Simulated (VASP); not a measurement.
# Si6O11 (a cell with a defect) in VASP: a series of runs, part 2 of 2

VASP 6.6.1. The steps go on from the part before.

**3. Single point, LDA**

Input file INCAR:

```
SYSTEM = Si6O11
ALGO     = Normal         ! electronic algorithm
EDIFF    = 1E-7           ! SCF threshold, eV
ENCUT    = 520            ! plane-wave cutoff, eV
GGA      = CA             ! functional
ISIF     = 2              ! what is computed and relaxed
ISMEAR   = 0              ! smearing method
LASPH    = .TRUE.         ! aspherical terms in the spheres
LCHARG   = .FALSE.        ! write CHGCAR
LREAL    = Auto         
LWAVE    = .FALSE.        ! write WAVECAR
NBANDS   = 59             ! bands
NELECT   = 88.0         
NELM     = 80             ! most SCF steps
PREC     = Accurate       ! precision mode
SIGMA    = 0.05           ! smearing width, eV
```

Input file KPOINTS:

```
k-points
0
G
  4 4 2
  0 0 0
```

Input file POSCAR:

```
Si6O11
1.0
   -2.4333868794      4.2147497096      0.0000000000
    0.0000000000      0.0000000000      5.3651521237
    7.3001606382      4.2147497096      0.0000000000
Si O
6 11
Direct
    0.7676536602      0.3333333333      0.2323463398
    0.2676536602      0.3333333333      0.7323463398
    0.4646926795      0.6666666667      0.0000000000
    0.9646926795      0.6666666667      0.5000000000
    0.2676536602      0.0000000000      0.2676536602
    0.7676536602      0.0000000000      0.7676536602
    0.0706884960      0.2213245393      0.2055640003
    0.5706884960      0.2213245393      0.7055640003
    0.7730017524      0.5546578727      0.3618737519
    0.2730017524      0.5546578727      0.8618737519
    0.6563097516      0.8879912060      0.9325622479
    0.1667935394      0.9028202882      0.4725035722
    0.7730017524      0.7786754607      0.6381262481
    0.6563097516      0.4453421273      0.0674377521
    0.1563097516      0.4453421273      0.5674377521
    0.5706884960      0.1120087940      0.2944359997
    0.0706884960      0.1120087940      0.7944359997
```

Potentials or basis: VASP PAW LDA potentials, release 64 (Si, O).

The run is started by

```console
$ cat potpaw_LDA.64/Si/POTCAR potpaw_LDA.64/O/POTCAR > POTCAR
$ mpirun -np 1 vasp_std > vasp.out
```

OUTCAR:

```text
SYSTEM = Si6O11
   EDIFF = 1E-7
   ENCUT = 520
   GGA = CA
   ISIF = 2
   ISMEAR = 0
   LASPH = .TRUE.
   LREAL = Auto
   NELECT = 88.0
   NELM = 80
   PREC = Accurate

 ion  position               nearest neighbor table
   1  0.768  0.333  0.232-   7 1.61  14 1.61  16 1.61   9 1.61   5 3.03   5 3.03   4 3.03   3 3.03

   2  0.268  0.333  0.732-   8 1.61  15 1.61  17 1.61  10 1.61   6 3.03   6 3.03   3 3.03   4 3.03

   3  0.465  0.667  0.000-  10 1.61  11 1.61  14 1.61   5 3.03   2 3.03   6 3.03   1 3.03
   4  0.965  0.667  0.500-  13 1.61   9 1.61  15 1.61  12 1.62   6 3.03   1 3.03   5 3.03   2 3.03

[... 1420 lines left out ...]
  in kB     -167.4567590   -130.1244160   -131.9485679    -18.3767060     -3.6554533    -10.0930792
  external PRESSURE =    -143.1765810 kB  Pullay stress =       0.0000000 kB

 VOLUME and BASIS-vectors are now :
 -----------------------------------------------------------------------------
  energy-cutoff  :      520.00
  volume of cell :      220.10
      direct lattice vectors                 reciprocal lattice vectors
    -2.433386879  4.214749710  0.000000000    -0.102737465  0.177946510  0.000000000
     0.000000000  0.000000000  5.365152124     0.000000000  0.000000000  0.186388005
     7.300160638  4.214749710  0.000000000     0.102737465  0.059315503  0.000000000

 POSITION                                       TOTAL-FORCE (eV/Angst)
 -----------------------------------------------------------------------------------
     -0.17183      4.21475      1.78838         0.627443      0.098696      0.457461
      4.69494      4.21475      1.78838        -0.475717     -0.481415     -0.731922
     -1.13078      1.95856      3.57677        -2.972496     -0.056672     -0.887626
      1.30261      6.17331      3.57677         1.372364      0.462458     -0.768939
      1.30261      2.25619      0.00000         4.119078      2.013688      1.211961
      3.73600      6.47094      0.00000        -0.971660     -0.348750      0.617236
[... 9 lines left out ...]
      0.76072      3.64628      0.60094         0.035421     -0.690055     -1.153784
      5.62750      3.64628      0.60094         0.332285      0.140644     -0.114931
 -----------------------------------------------------------------------------------
    total drift:                               -0.004795     -0.022348     -0.004630

  FREE ENERGIE OF THE ION-ELECTRON SYSTEM (eV)
  ---------------------------------------------------
  free  energy   TOTEN  =      -146.1142177382 eV

  energy  without entropy=     -146.1071893309  energy(sigma->0) =     -146.11070353
```

OSZICAR:

```text
N       E                     dE             d eps       ncg     rms          rms(c)
DAV:   1     0.502839564909E+03    0.50284E+03   -0.45911E+04  2376   0.137E+03
DAV:   2    -0.124109421443E+03   -0.62695E+03   -0.60890E+03  2818   0.313E+02
[... 14 lines left out ...]
DAV:  17    -0.146114252152E+03    0.71066E-03   -0.62014E-03  3336   0.201E-01    0.643E-02
DAV:  18    -0.146114260515E+03   -0.83632E-05   -0.93281E-04  2792   0.853E-02    0.701E-02
DAV:  19    -0.146114223889E+03    0.36626E-04   -0.10400E-04  2904   0.333E-02    0.328E-02
DAV:  20    -0.146114219512E+03    0.43774E-05   -0.23994E-05  2800   0.201E-02    0.148E-02
DAV:  21    -0.146114217684E+03    0.18280E-05   -0.13453E-05  2784   0.104E-02    0.297E-03
DAV:  22    -0.146114217764E+03   -0.79914E-07   -0.16710E-06  2784   0.534E-03    0.163E-03
DAV:  23    -0.146114217738E+03    0.25559E-07   -0.98970E-08  1544   0.133E-03
   1 F= -.14611422E+03 E0= -.14611070E+03  d E =-.702841E-02
```

Run time: 4 min. Hardware: 1 thread of Intel Xeon 6975P-C (Granite Rapids), shared host; peak memory 0.32 GiB.

Results:

```yaml
Free_energy: -146.1142 eV
Largest_force: 5.388 eV/Å
```

Forces on the atoms (eV/Å):
```
Si   0.627  0.099  0.457
Si  -0.476 -0.481 -0.732
Si  -2.972 -0.057 -0.888
Si   1.372  0.462 -0.769
Si   4.119  2.014  1.212
Si  -0.972 -0.349  0.617
O   -0.759  0.525 -1.113
O    0.065  0.141  0.106
O   -0.674 -0.193  0.125
O    1.313  0.716  1.256
O    2.003  0.132 -0.569
O   -5.043 -1.568  1.068
O    0.620 -0.227 -0.028
O    0.530 -0.557  0.752
O   -0.120 -0.108 -0.226
O    0.035 -0.690 -1.154
O    0.332  0.141 -0.115
```

Caveat: the k points lie up to 0.37 Å⁻¹ apart; the cell carries a net charge on a neutralising background, which shifts energy and pressure; the cell differs from its parent crystal (atoms taken out, atom 12 moved 1.125 of the way to it and +0.125 Å across, host rigid); the cell is charged against a uniform background, so pressure and absolute levels hang on convention.

**4. Single point, LDA**

Input file INCAR:

```
SYSTEM = Si6O11
PREC     = Accurate       ! precision mode
ENCUT    = 520            ! plane-wave cutoff, eV
EDIFF    = 1E-6           ! SCF threshold, eV
ISMEAR   = 0              ! smearing method
SIGMA    = 0.05           ! smearing width, eV
LREAL    = Auto         
LASPH    = .True.         ! aspherical terms in the spheres
NELM     = 80             ! most SCF steps
ALGO     = Normal         ! electronic algorithm
ISIF     = 2              ! what is computed and relaxed
LWAVE    = .False.        ! write WAVECAR
LCHARG   = .False.        ! write CHGCAR
NBANDS   = 59             ! bands
NELECT   = 88.0
```

Input file KPOINTS:

```
regular mesh
0
Gamma
  4 4 2
  0 0 0
```

Edit POSCAR of step 3 so:

```diff
@@ -19,3 +19,3 @@
     0.6563097516      0.8879912060      0.9325622479
-    0.1667935394      0.9028202882      0.4725035722
+    0.3732829041      0.7833339167      0.1506735456
     0.7730017524      0.7786754607      0.6381262481
```

The run is started by

```console
$ cat potpaw_LDA.64/Si/POTCAR potpaw_LDA.64/O/POTCAR > POTCAR
$ mpirun -np 1 vasp_std > vasp.out
```

Run time: 4.9 min. Hardware: 1 thread of Intel Xeon 6975P-C (Granite Rapids), shared host; peak memory 0.32 GiB.

It converged, with:

```
Free energy   : -146.1412 eV
Largest force : 8.088 eV/Å
```

Forces on the atoms (eV/Å):
```
Si  -0.464 -1.695  0.325
Si   0.951  1.218 -0.195
Si  -5.556 -0.447 -2.726
Si   1.963 -0.784 -2.400
Si  -3.028  0.500  0.972
Si   0.895  0.383  1.159
O    0.298  0.968 -1.409
O   -0.310 -0.172 -0.004
O    0.081  0.892  1.230
O    0.405 -0.016  0.398
O   -0.694 -0.025 -0.053
O    7.559 -1.217  2.608
O   -1.585  0.001 -0.010
O   -0.267  0.767 -1.195
O   -1.233 -0.835  1.081
O    1.378  0.501  0.254
O   -0.392 -0.038 -0.035
```

Levels at points of the mesh, in eV from the Fermi level:
```csv
k point,band 42,band 43,band 44,band 45,band 46,band 47
"(0.00, 0.00, 0.00)",-0.66,-0.21,-0.04,-0.04,4.15,6.20
"(0.50, 0.00, 0.00)",-0.54,-0.24,-0.02,0.11,4.10,6.16
"(0.00, 0.50, 0.00)",-0.48,-0.31,-0.05,0.06,4.03,6.36
"(0.50, 0.50, 0.00)",-0.63,-0.51,-0.40,0.20,4.15,6.67
"(0.00, 0.00, 0.50)",-0.60,-0.19,-0.05,0.11,4.03,6.10
"(0.50, 0.00, 0.50)",-0.54,-0.21,-0.06,0.01,4.14,6.16
"(0.00, 0.50, 0.50)",-0.52,-0.39,-0.05,0.18,4.02,6.34
"(0.50, 0.50, 0.50)",-0.62,-0.45,-0.28,0.08,4.16,6.67
```

Caveat: the k points lie up to 0.37 Å⁻¹ apart; the cell carries a net charge on a neutralising background, which shifts energy and pressure; the cell differs from its parent crystal (atoms taken out, atom 12 moved 0.000 of the way to it and +0.500 Å across, host rigid); the cell is charged against a uniform background, so pressure and absolute levels hang on convention.
